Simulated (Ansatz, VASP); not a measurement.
# Cs in VASP and in Ansatz

```
Cs
1.0
    -3.07916    3.07916    2.86060
     3.07916   -3.07916    2.86060
     3.07916    3.07916   -2.86060
Cs
1
Direct
  0.00000 0.00000 0.00000
```

Alike in both runs: functional PBEsol; k mesh 10 × 10 × 10; occupations gaussian, width 0.1 eV; no spin polarisation.

Ansatz relaxed the structure, and its values are those at the end. VASP's run is a single point on that final structure, the one shown.

```csv
,VASP,Ansatz
version,VASP 6.6.1,Ansatz 0.2.0
potentials or method,"VASP PAW PBE potentials, release 64 (Cs_sv), cutoff 520 eV","scalar-relativistic, plane waves, PAW"
valence electrons in the cell,9,9
```

```tsv
	VASP	Ansatz	Ansatz less VASP
gap on the k mesh at the Fermi level (eV)	none	none	-
pressure (GPa)	0.0	0.0	+0.02
```

VASP's potentials were made for PBE, not for PBEsol. A gap of «none» marks a metal or a gap that the smearing closes.

Spin-orbit coupling is off throughout.
